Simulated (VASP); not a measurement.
# ZnS (P3m1) in VASP: further runs

The runs below take ZnS through single point, with PBE.

Everything below comes from runs of VASP 6.6.1. Logs are shortened: lines on timing, memory, paths and dates and some standing lists are left out, and cuts for length are marked.

## Step 1: The cell of the first run

The structure is trigonal, space group P3m1 (No. 156). The conventional cell has a = 3.848 Å, b = 3.848 Å, c = 31.449 Å, α = 90.00°, β = 90.00°, γ = 120.00°. Zn (site symmetry 3m) has 4 S at 2.36 Å within 3.1 Å. Within 3.1 Å of Zn (site symmetry 3m) lie 4 S at 2.36 Å. Within 3.1 Å of Zn (site symmetry 3m) lie 4 S at 2.36 Å. Within 3.1 Å of Zn (site symmetry 3m) lie 4 S at 2.36 Å. Zn (site symmetry 3m) has 4 S at 2.36 Å within 3.1 Å. Within 3.1 Å of Zn (site symmetry 3m) lie 4 S at 2.36 Å. Within 3.1 Å of Zn (site symmetry 3m) lie 4 S at 2.36 Å. Within 3.1 Å of Zn (site symmetry 3m) lie 4 S at 2.36 Å.

## Step 2: Single point, PBE

File INCAR:

```
SYSTEM = ZnS
PREC = Accurate
ENCUT = 520
EDIFF = 1E-6
ISMEAR = 0
SIGMA = 0.02
LREAL = Auto
LASPH = .TRUE.
NELM = 100
ALGO = Normal
ISIF = 2
LWAVE = .FALSE.
LCHARG = .FALSE.
GGA = PE
NBANDS = 106
```

File KPOINTS:

```
regular mesh
0
G
  12 12 1
  0 0 0
```

File POSCAR:

```
ZnS
1.0
    3.8482852827      0.0000000000      0.0000000000
   -1.9241426414      3.3327128158      0.0000000000
    0.0000000000      0.0000000000     31.4490259284
Zn S
10 10
Direct
    0.0000000000      0.0000000000      0.5999058425
    0.6666666667      0.3333333333      0.2001072080
    0.6666666667      0.3333333333      0.7999338790
    0.3333333333      0.6666666667      0.6998481914
    0.0000000000      0.0000000000      0.3000572848
    0.0000000000      0.0000000000      0.0000852886
    0.3333333333      0.6666666667      0.9000222922
    0.6666666667      0.3333333333      0.4999563038
    0.3333333333      0.6666666667      0.1001806748
    0.3333333333      0.6666666667      0.4000067563
    0.0000000000      0.0000000000      0.0751691226
    0.0000000000      0.0000000000      0.6748624281
    0.3333333333      0.6666666667      0.9749607642
    0.3333333333      0.6666666667      0.4749645709
    0.6666666667      0.3333333333      0.5749143706
    0.3333333333      0.6666666667      0.7748056180
    0.6666666667      0.3333333333      0.2750663361
    0.3333333333      0.6666666667      0.1751194241
    0.0000000000      0.0000000000      0.3750148818
    0.6666666667      0.3333333333      0.8750177322
```

Potentials or basis: VASP PAW PBE potentials, release 64 (Zn, S).

Launch:

```bash
cat potpaw_PBE.64/Zn/POTCAR potpaw_PBE.64/S/POTCAR > POTCAR
mpirun -np 1 vasp_std > vasp.out
```

OUTCAR:

```text
SYSTEM = ZnS
   PREC = Accurate
   ENCUT = 520
   EDIFF = 1E-6
   ISMEAR = 0
   LREAL = Auto
   LASPH = .TRUE.
   NELM = 100
   ISIF = 2
   GGA = PE

 ion  position               nearest neighbor table
   1  0.000  0.000  0.600-  15 2.36  15 2.36  15 2.36  12 2.36
   2  0.667  0.333  0.200-  18 2.36  18 2.36  18 2.36  17 2.36
   3  0.667  0.333  0.800-  16 2.36  16 2.36  16 2.36  20 2.36
   4  0.333  0.667  0.700-  12 2.36  12 2.36  12 2.36  16 2.36
   5  0.000  0.000  0.300-  17 2.36  17 2.36  17 2.36  19 2.36
   6  0.000  0.000  0.000-  13 2.36  13 2.36  13 2.36  11 2.36
[... 12 lines left out ...]
  19  0.000  0.000  0.375-  10 2.36  10 2.36  10 2.36   5 2.36
  20  0.667  0.333  0.875-   7 2.36   7 2.36   7 2.36   3 2.36

  LATTYP: Found a hexagonal cell.
 ALAT       =     3.8482852827
 C/A-ratio  =     8.1722179148

  Lattice vectors:

 A1 = (   3.8482852827,   0.0000000000,   0.0000000000)
 A2 = (  -1.9241426414,   3.3327128158,   0.0000000000)
 A3 = (   0.0000000000,   0.0000000000,  31.4490259284)

Analysis of symmetry for initial positions (statically):
=====================================================================
 Subroutine PRICEL returns:
 Original cell was already a primitive cell.

 Routine SETGRP: Setting up the symmetry group for a
 hexagonal supercell.

 Subroutine GETGRP returns: Found  6 space group operations
 (whereof  6 operations were pure point group operations)
 out of a pool of 24 trial point group operations.

The static configuration has the point symmetry C_3v.

Analysis of symmetry for dynamics (positions and initial velocities):
=====================================================================
 Subroutine PRICEL returns:
 Original cell was already a primitive cell.

 Routine SETGRP: Setting up the symmetry group for a
 hexagonal supercell.

 Subroutine GETGRP returns: Found  6 space group operations
 (whereof  6 operations were pure point group operations)
 out of a pool of 24 trial point group operations.

The dynamic configuration has the point symmetry C_3v.

 Subroutine INISYM returns: Found  6 space group operations
 (whereof  6 operations are pure point group operations),
 and found     1 'primitive' translations

----------------------------------------------------------------------------------------

                                     Primitive cell

  volume of cell :     403.3410

  direct lattice vectors                    reciprocal lattice vectors
     3.848285283  0.000000000  0.000000000     0.259855995  0.150027928  0.000000000
    -1.924142641  3.332712816  0.000000000     0.000000000  0.300055857  0.000000000
     0.000000000  0.000000000 31.449025928     0.000000000  0.000000000  0.031797487

  length of vectors
     3.848285283  3.848285283 31.449025928     0.300055857  0.300055857  0.031797487

  position of ions in fractional coordinates (direct lattice)
     0.000000000  0.000000000  0.599905843
     0.666666667  0.333333333  0.200107208
     0.666666667  0.333333333  0.799933879
     0.333333333  0.666666667  0.699848191
     0.000000000  0.000000000  0.300057285
     0.000000000  0.000000000  0.000085289
[... 12 lines left out ...]
     0.000000000  0.000000000  0.375014882
     0.666666667  0.333333333  0.875017732

  ion indices of the primitive-cell ions
   primitive index   ion index
                 1           1
                 2           2
                 3           3
                 4           4
                 5           5
                 6           6
[... 12 lines left out ...]
                19          19
                20          20

----------------------------------------------------------------------------------------

 KPOINTS: regular mesh

Automatic generation of k-mesh.
 Grid dimensions read from file:
 generate k-points for:   12   12    1

 Generating k-lattice:

  Cartesian coordinates                     Fractional coordinates (reciprocal lattice)
     0.021654666  0.012502327  0.000000000     0.083333333  0.000000000  0.000000000
     0.000000000  0.025004655  0.000000000     0.000000000  0.083333333  0.000000000
     0.000000000  0.000000000  0.031797487     0.000000000  0.000000000  1.000000000

  Length of vectors
     0.025004655  0.025004655  0.031797487

  Shift w.r.t. Gamma in fractional coordinates (k-lattice)
     0.000000000  0.000000000  0.000000000

 Subroutine IBZKPT returns following result:
 ===========================================

 Found     19 irreducible k-points:

 Following reciprocal coordinates:
            Coordinates               Weight
  0.000000  0.000000  0.000000      1.000000
  0.083333  0.000000  0.000000      6.000000
  0.166667  0.000000  0.000000      6.000000
  0.250000  0.000000  0.000000      6.000000
  0.333333  0.000000  0.000000      6.000000
  0.416667  0.000000  0.000000      6.000000
[... 11 lines left out ...]
  0.333333  0.250000  0.000000     12.000000
  0.333333  0.333333  0.000000      2.000000
   k-points           NKPTS =     19   k-points in BZ     NKDIM =     19   number of bands    NBANDS=    106
   number of dos      NEDOS =    301   number of ions     NIONS =     20
   total plane-waves  NPLWV = 216000
   dimension x,y,z NGX =    30 NGY =   30 NGZ =  240
   dimension x,y,z NGXF=    60 NGYF=   60 NGZF=  480
   ions per type =              10  10
   NGX,Y,Z   is equivalent  to a cutoff of  12.96, 12.96, 12.69 a.u.
   NGXF,Y,Z  is equivalent  to a cutoff of  25.92, 25.92, 25.37 a.u.
 SYSTEM =  ZnS
   PREC   = accura    normal or accurate (medium, high low for compatibility)
   ISTART =      0    job   : 0-new  1-cont  2-samecut
   ICHARG =      2    charge: 1-file 2-atom 10-const
   ISPIN  =      1    spin polarized calculation?
   LNONCOLLINEAR =      F non collinear calculations
   LSORBIT =      F    spin-orbit coupling
   LASPH  =      T    aspherical Exc in radial PAW
   ENCUT  =  520.0 eV  38.22 Ry    6.18 a.u.   7.16  7.16 58.47*2*pi/ulx,y,z
   NELM   =    100;   NELMIN=  2; NELMDL= -5     # of ELM steps
   EDIFF  = 0.1E-05   stopping-criterion for ELM
   LREAL  =      T    real-space projection
   EDIFFG = 0.1E-04   stopping-criterion for IOM
   NSW    =      0    number of steps for IOM
   IBRION =     -1    ionic relax: 0-MD 1-quasi-New 2-CG
   NFREE  =      0    steps in history (QN), initial steepest desc. (CG)
   ISIF   =      2    stress and relaxation
   ISYM   =      2    0-nonsym 1-usesym 2-fastsym
   POTIM  = 0.5000    time-step for ionic-motion
   TEBEG  =    0.0;   TEEND  =   0.0 temperature during run
   PSTRESS=    0.0 pullay stress
   NELECT =     180.0000    total number of electrons
   NUPDOWN=      -1.0000    fix difference up-down
   EMIN   =  10.00;   EMAX   =-10.00  energy-range for DOS
   EFERMI =   0.00;   METHOD = LEGACY
   ISMEAR =     0;   SIGMA  =   0.02  broadening in eV -4-tet -1-fermi 0-gaus
   EFERMI_NEDOS =   21; number of points for ismear=-14 and -15
   IALGO  =     38    algorithm
   IMIX   =      4    mixing-type and parameters
     AMIX     =   0.40;   BMIX     =  1.00
     AMIX_MAG =   1.60;   BMIX_MAG =  1.00
  volume/ion in A,a.u.               =      20.17       136.09
  Fermi-wavevector in a.u.,A,eV,Ry     =   1.251051  2.364143 21.294855  1.565128
  Thomas-Fermi vector in A             =   2.385016
   LORBIT       =      0    0 simple, 1 ext, 2 COOP (PROOUT), +10 PAW based schemes
   GGA     = PE    functional components
   LHFCALC =     F    Hartree Fock is set to
   AEXX    =    0.0000 exact exchange contribution
   IVDW    =     0    specifies the selected vdW correction
   LEPSILON=     F    determine dielectric tensor
   LRPA    =     F    only Hartree local field effects (RPA)
 non-spin polarized calculation
 Gauss-broadening in eV      SIGMA  =   0.02
  energy-cutoff  :      520.00
  volume of cell :      403.34
 maximum number of plane-waves:     10935
 NGX is ok and might be reduce to    30
   NGX = 15   NGY = 15   NGZ =117

 number of electron     180.0000101 magnetization

 Free energy of the ion-electron system (eV)
  ---------------------------------------------------
  ext. energy  EPLUGINS =         0.00000000
  ---------------------------------------------------
  free energy    TOTEN  =       -68.52286882 eV

  energy without entropy =      -68.52286882  energy(sigma->0) =      -68.52286882

 E-fermi :   2.0430     XC(G=0):  -9.5241

 val. band max:        1.9118893555   @ k =   0.0000   0.0000   0.0000
 cond. band min:       3.9399041002   @ k =   0.0000   0.0000   0.0000
 fundamental gap:      2.0280147447
 Fermi energy:         2.0430428871

 k-point     1 :       0.0000    0.0000    0.0000
  band No.  band energies     occupation
      1     -11.0828      2.00000
      2     -11.0104      2.00000
      3     -11.0080      2.00000
      4     -10.8103      2.00000
      5     -10.8071      2.00000
      6     -10.5391      2.00000
[... 94 lines left out ...]
    101       8.2172      0.00000
    102       8.2252      0.00000

 k-point     2 :       0.0833    0.0000    0.0000
  band No.  band energies     occupation
      1     -11.0376      2.00000
      2     -10.9665      2.00000
      3     -10.9641      2.00000
      4     -10.7702      2.00000
      5     -10.7670      2.00000
      6     -10.5050      2.00000
[... 1774 lines left out ...]
    101       7.6374      0.00000
    102       7.7156      0.00000

 k-point    19 :       0.3333    0.3333    0.0000
  band No.  band energies     occupation
      1      -9.9800      2.00000
      2      -9.9787      2.00000
      3      -9.9777      2.00000
      4      -9.9751      2.00000
      5      -9.9721      2.00000
      6      -9.9703      2.00000
[... 94 lines left out ...]
    101       7.4898      0.00000
    102       7.5203      0.00000
 [bands above 102 left out]

------------------------ aborting loop because EDIFF is reached ----------------------------------------

  FORCE on cell =-STRESS in cart. coord.  units (eV):
  Direction    XX          YY          ZZ          XY          YZ          ZX
  --------------------------------------------------------------------------------------
  -------------------------------------------------------------------------------------
  Total        0.9263275      0.9263275      0.9495803     -0.0000000      0.0000000     -0.0000000
  in kB        3.6796186      3.6796186      3.7719846     -0.0000000      0.0000000     -0.0000000
  external PRESSURE =       3.7104073 kB  Pullay stress =       0.0000000 kB

 VOLUME and BASIS-vectors are now :
 -----------------------------------------------------------------------------
  energy-cutoff  :      520.00
  volume of cell :      403.34
      direct lattice vectors                 reciprocal lattice vectors
     3.848285283  0.000000000  0.000000000     0.259855995  0.150027928  0.000000000
    -1.924142641  3.332712816  0.000000000     0.000000000  0.300055857  0.000000000
     0.000000000  0.000000000 31.449025928     0.000000000  0.000000000  0.031797487

 POSITION                                       TOTAL-FORCE (eV/Angst)
 -----------------------------------------------------------------------------------
      0.00000      0.00000     18.86645        -0.000000      0.000000     -0.000785
      1.92414      1.11090      6.29318         0.000000     -0.000000     -0.000034
      1.92414      1.11090     25.15714         0.000000     -0.000000     -0.000702
     -0.00000      2.22181     22.00954         0.000000     -0.000000      0.000331
      0.00000      0.00000      9.43651        -0.000000      0.000000      0.000038
      0.00000      0.00000      0.00268        -0.000000      0.000000      0.000145
[... 12 lines left out ...]
      0.00000      0.00000     11.79385        -0.000000      0.000000      0.000197
      1.92414      1.11090     27.51846        -0.000000      0.000000      0.000932
 -----------------------------------------------------------------------------------
    total drift:                               -0.000001     -0.000001      0.002438

  FREE ENERGIE OF THE ION-ELECTRON SYSTEM (eV)
  ---------------------------------------------------
  free  energy   TOTEN  =       -68.5228688228 eV

  energy  without entropy=      -68.5228688228  energy(sigma->0) =      -68.52286882
```

It took 29 min on 1 thread of Intel Xeon Platinum 8488C (Sapphire Rapids), shared host; peak memory 0.79 GiB.

Results:

| Property | Result |
| --- | --- |
| Free energy | -68.5229 eV |
| Pressure | 0.4 GPa |
| Largest force | 0.003 eV/Å |
| Band gap on the k mesh | 2.03 eV |

Forces in eV/Å, atoms in the order of the input:
```
Zn   0.000  0.000 -0.001
Zn   0.000  0.000  0.000
Zn   0.000  0.000 -0.001
Zn   0.000  0.000  0.000
Zn   0.000  0.000  0.000
Zn   0.000  0.000  0.000
Zn   0.000  0.000  0.001
Zn   0.000  0.000 -0.001
Zn   0.000  0.000  0.000
Zn   0.000  0.000 -0.001
S    0.000  0.000  0.003
S    0.000  0.000 -0.003
S    0.000  0.000 -0.001
S    0.000  0.000  0.001
S    0.000  0.000  0.000
S    0.000  0.000 -0.003
S    0.000  0.000  0.001
S    0.000  0.000  0.003
S    0.000  0.000  0.000
S    0.000  0.000  0.001
```

A k mesh can miss the band edges.

## Step 3: Single point, PBE

File INCAR:

```
ALGO = Normal
EDIFF = 1E-6
ENCUT = 520
GGA = PE
ISIF = 2
ISMEAR = 0
LASPH = T
LCHARG = F
LREAL = Auto
LWAVE = F
NBANDS = 106
NELM = 100
PREC = Accurate
SIGMA = 0.02
```

File KPOINTS:

```
k-points
0
Gamma
  12 12 1
```

POSCAR is that of step 2.

Potentials or basis: VASP PAW PBE potentials, release 64 (Zn, S).

Launch:

```bash
cat potpaw_PBE.64/Zn/POTCAR potpaw_PBE.64/S/POTCAR > POTCAR
mpirun -np 1 vasp_std > vasp.out
```

Wall time 57 min (1 thread of Oxide Virtual Turin-like, shared host); peak memory 0.76 GiB.

It converged, with:

```yaml
Free_energy: -68.5229 eV
Pressure: 0.4 GPa
Largest_force: 0.003 eV/Å
Band_gap_on_the_k_mesh: 2.03 eV
```

Forces on the atoms (eV/Å):
```
Zn   0.000  0.000 -0.001
Zn   0.000  0.000  0.000
Zn   0.000  0.000 -0.001
Zn   0.000  0.000  0.000
Zn   0.000  0.000  0.000
Zn   0.000  0.000  0.000
Zn   0.000  0.000  0.001
Zn   0.000  0.000 -0.001
Zn   0.000  0.000  0.000
Zn   0.000  0.000 -0.001
S    0.000  0.000  0.003
S    0.000  0.000 -0.003
S    0.000  0.000 -0.001
S    0.000  0.000  0.001
S    0.000  0.000  0.000
S    0.000  0.000 -0.003
S    0.000  0.000  0.001
S    0.000  0.000  0.003
S    0.000  0.000  0.000
S    0.000  0.000  0.001
```

Levels at points of the mesh, in eV from the valence-band top:
```csv
k point,band 88,band 89,band 90,band 91,band 92,band 93
"(0.00, 0.00, 0.00)",-0.02,0.00,0.00,2.03,2.64,2.66
"(0.50, 0.00, 0.00)",-0.98,-0.92,-0.84,3.28,3.40,3.65
```

A k mesh can miss the band edges.
